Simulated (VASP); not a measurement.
# Mo (Im-3m) in VASP: notebook

Runs on Mo. Level: LDA. Tasks: single point.

All numbers are computed with VASP 6.6.1; they aren't measurements. Logs are shortened: lines on timing, memory, paths and dates and some standing lists are left out, and cuts for length are marked.

## Step 1: The cell of the first run

It takes space group Im-3m (No. 229, cubic). Conventional cell: a = 2.595 Å, b = 2.595 Å, c = 2.595 Å, α = 90.00°, β = 90.00°, γ = 90.00°. Within 3.0 Å of Mo (site symmetry m-3m) lie 14 Mo at 2.25 to 2.60 Å.

## Step 2: Single point, LDA (volume scaled by 0.58)

INCAR reads:

```
SYSTEM = Mo
  PREC = Accurate
  ENCUT = 520
  EDIFF = 1E-6
  ISMEAR = -1
  SIGMA = 0.08
  LREAL = .FALSE.
  LASPH = .TRUE.
  NELM = 100
  ALGO = Normal
  ISIF = 2
  LWAVE = .FALSE.
  LCHARG = .TRUE.
  GGA = CA
  LELF = .TRUE.
  LVHAR = .TRUE.
  NBANDS = 13
```

KPOINTS reads:

```
Automatic mesh
0
G
  17 17 17
  0 0 0
```

POSCAR reads:

```
Mo
1.0
   -1.2976025284      1.2976025284      1.2976025284
    1.2976025284     -1.2976025284      1.2976025284
    1.2976025284      1.2976025284     -1.2976025284
Mo
1
Direct
    0.0000000000      0.0000000000      0.0000000000
```

Potentials or basis: VASP PAW LDA potentials, release 64 (Mo_sv).

Command:

```bash
> cat potpaw_LDA.64/Mo_sv/POTCAR > POTCAR
> mpirun -np 1 vasp_std > vasp.out
```

OUTCAR:

```text
SYSTEM = Mo
   PREC = Accurate
   ENCUT = 520
   EDIFF = 1E-6
   ISMEAR = -1
   LREAL = .FALSE.
   LASPH = .TRUE.
   NELM = 100
   ISIF = 2
   GGA = CA

 ion  position               nearest neighbor table
   1  0.000  0.000  0.000-

  LATTYP: Found a body centered cubic cell.
 ALAT       =     2.5952050568

  Lattice vectors:

 A1 = (  -1.2976025284,   1.2976025284,   1.2976025284)
 A2 = (   1.2976025284,  -1.2976025284,   1.2976025284)
 A3 = (   1.2976025284,   1.2976025284,  -1.2976025284)

Analysis of symmetry for initial positions (statically):
=====================================================================
 Subroutine PRICEL returns:
 Original cell was already a primitive cell.

 Routine SETGRP: Setting up the symmetry group for a
 body centered cubic supercell.

 Subroutine GETGRP returns: Found 48 space group operations
 (whereof 48 operations were pure point group operations)
 out of a pool of 48 trial point group operations.

The static configuration has the point symmetry O_h .

Analysis of symmetry for dynamics (positions and initial velocities):
=====================================================================
 Subroutine PRICEL returns:
 Original cell was already a primitive cell.

 Routine SETGRP: Setting up the symmetry group for a
 body centered cubic supercell.

 Subroutine GETGRP returns: Found 48 space group operations
 (whereof 48 operations were pure point group operations)
 out of a pool of 48 trial point group operations.

The dynamic configuration has the point symmetry O_h .

 Subroutine INISYM returns: Found 48 space group operations
 (whereof 48 operations are pure point group operations),
 and found     1 'primitive' translations

----------------------------------------------------------------------------------------

                                     Primitive cell

  volume of cell :       8.7395

  direct lattice vectors                    reciprocal lattice vectors
    -1.297602528  1.297602528  1.297602528     0.000000000  0.385326006  0.385326006
     1.297602528 -1.297602528  1.297602528     0.385326006  0.000000000  0.385326006
     1.297602528  1.297602528 -1.297602528     0.385326006  0.385326006  0.000000000

  length of vectors
     2.247513507  2.247513507  2.247513507     0.544933264  0.544933264  0.544933264

  position of ions in fractional coordinates (direct lattice)
     0.000000000  0.000000000  0.000000000
[... 76 lines left out ...]
   EDIFF  = 0.1E-05   stopping-criterion for ELM
   LREAL  =      F    real-space projection
   EDIFFG = 0.1E-04   stopping-criterion for IOM
   NSW    =      0    number of steps for IOM
   IBRION =     -1    ionic relax: 0-MD 1-quasi-New 2-CG
   NFREE  =      0    steps in history (QN), initial steepest desc. (CG)
   ISIF   =      2    stress and relaxation
   ISYM   =      2    0-nonsym 1-usesym 2-fastsym
   POTIM  = 0.5000    time-step for ionic-motion
   TEBEG  =    0.0;   TEEND  =   0.0 temperature during run
   PSTRESS=    0.0 pullay stress
   NELECT =      14.0000    total number of electrons
   NUPDOWN=      -1.0000    fix difference up-down
   EMIN   =  10.00;   EMAX   =-10.00  energy-range for DOS
   EFERMI =   0.00;   METHOD = LEGACY
   ISMEAR =    -1;   SIGMA  =   0.08  broadening in eV -4-tet -1-fermi 0-gaus
   EFERMI_NEDOS =   21; number of points for ismear=-14 and -15
   IALGO  =     38    algorithm
   IMIX   =      4    mixing-type and parameters
     AMIX     =   0.40;   BMIX     =  1.00
     AMIX_MAG =   1.60;   BMIX_MAG =  1.00
  volume/ion in A,a.u.               =       8.74        58.98
  Fermi-wavevector in a.u.,A,eV,Ry     =   1.915531  3.619829 49.923295  3.669259
  Thomas-Fermi vector in A             =   2.951199
   LORBIT       =      0    0 simple, 1 ext, 2 COOP (PROOUT), +10 PAW based schemes
   GGA     = CA    functional components
   LHFCALC =     F    Hartree Fock is set to
   AEXX    =    0.0000 exact exchange contribution
   IVDW    =     0    specifies the selected vdW correction
   LEPSILON=     F    determine dielectric tensor
   LRPA    =     F    only Hartree local field effects (RPA)
 non-spin polarized calculation
  energy-cutoff  :      520.00
  volume of cell :        8.74
 maximum number of plane-waves:       243
 NGX is ok and might be reduce to    18
   NGX =  9   NGY =  9   NGZ =  9

 number of electron      14.0000003 magnetization

 Free energy of the ion-electron system (eV)
  ---------------------------------------------------
  ext. energy  EPLUGINS =         0.00000000
  ---------------------------------------------------
  free energy    TOTEN  =        -6.14309447 eV

  energy without entropy =       -6.12535986  energy(sigma->0) =       -6.13422716

 E-fermi :  24.7634     XC(G=0): -17.1423

 val. band max:       24.7622900337   @ k =   0.2941   0.1765   0.1176
 cond. band min:      24.7746646275   @ k =  -0.3529   0.3529   0.1765
 fundamental gap:      0.0123745938
 Fermi energy:        24.7634248961

 k-point     1 :       0.0000    0.0000    0.0000
  band No.  band energies     occupation
      1     -38.6011      2.00000
      2      -8.2954      2.00000
      3      -8.2954      2.00000
      4      -8.2954      2.00000
      5      17.4114      2.00000
      6      21.1432      2.00000
      7      21.1432      2.00000
      8      21.1432      2.00000
      9      26.8719      0.00000
     10      26.8719      0.00000
     11      39.0522      0.00000
     12      39.0522      0.00000
     13      39.0522      0.00000
[... 354 lines left out ...]
  band No.  band energies     occupation
      1     -37.2181      2.00000
      2     -12.8448      2.00000
      3      -9.9725      2.00000
      4      -8.8524      2.00000
      5      17.6441      2.00000
      6      18.9235      2.00000
      7      22.3546      2.00000
      8      25.0217      0.07622
      9      28.7282      0.00000
     10      30.8170      0.00000
     11      43.7210      0.00000
     12      44.1705      0.00000
     13      49.5687      0.00000

 [... further k-points ...]
[... 5 lines left out ...]
  --------------------------------------------------------------------------------------
  -------------------------------------------------------------------------------------
  Total       25.5421392     25.5421392     25.5421392      0.0000000      0.0000000      0.0000000
  in kB     4682.5541658   4682.5541658   4682.5541658      0.0000000      0.0000000      0.0000000
  external PRESSURE =    4682.5541658 kB  Pullay stress =       0.0000000 kB

 VOLUME and BASIS-vectors are now :
 -----------------------------------------------------------------------------
  energy-cutoff  :      520.00
  volume of cell :        8.74
      direct lattice vectors                 reciprocal lattice vectors
    -1.297602528  1.297602528  1.297602528     0.000000000  0.385326006  0.385326006
     1.297602528 -1.297602528  1.297602528     0.385326006  0.000000000  0.385326006
     1.297602528  1.297602528 -1.297602528     0.385326006  0.385326006  0.000000000

 POSITION                                       TOTAL-FORCE (eV/Angst)
 -----------------------------------------------------------------------------------
      0.00000      0.00000      0.00000        -0.000000      0.000000     -0.000000
 -----------------------------------------------------------------------------------
    total drift:                               -0.000000      0.000000      0.000000

  FREE ENERGIE OF THE ION-ELECTRON SYSTEM (eV)
  ---------------------------------------------------
  free  energy   TOTEN  =        -6.1430944707 eV

  energy  without entropy=       -6.1253598570  energy(sigma->0) =       -6.13422716
```

OSZICAR:

```text
N       E                     dE             d eps       ncg     rms          rms(c)
DAV:   1     0.101058557758E+03    0.10106E+03   -0.79507E+03  4343   0.118E+03
DAV:   2    -0.542441433758E+01   -0.10648E+03   -0.10225E+03  4780   0.341E+02
DAV:   3    -0.646659233937E+01   -0.10422E+01   -0.10404E+01  4850   0.346E+01
DAV:   4    -0.646844073533E+01   -0.18484E-02   -0.18484E-02  4940   0.166E+00
DAV:   5    -0.646844758937E+01   -0.68540E-05   -0.68531E-05  4830   0.939E-02    0.602E+01
DAV:   6    -0.622050969625E+01    0.24794E+00   -0.13816E-01  4465   0.524E+00    0.312E+01
DAV:   7    -0.614441186639E+01    0.76098E-01   -0.89806E-02  4610   0.404E+00    0.155E+00
DAV:   8    -0.614307112834E+01    0.13407E-02   -0.72447E-03  4375   0.123E+00    0.269E-01
DAV:   9    -0.614308027493E+01   -0.91466E-05   -0.42391E-05  5100   0.796E-02    0.264E-02
DAV:  10    -0.614309433091E+01   -0.14056E-04   -0.62557E-06  4465   0.324E-02    0.208E-03
DAV:  11    -0.614309447073E+01   -0.13981E-06   -0.30593E-07  2590   0.787E-03
   1 F= -.61430945E+01 E0= -.61342272E+01  d E =-.177346E-01
```

It took 6.5 s on 1 thread of Intel Xeon 6975P-C (Granite Rapids), shared host; peak memory 0.12 GiB.

Results:

```yaml
Free_energy: -6.1431 eV
Pressure: 468.3 GPa
Band_gap_on_the_k_mesh: zero (band 7 reaches 32.27 eV, above the bottom of band 8 at 21.14 eV)
```

(Continued in part 2 of 2.)
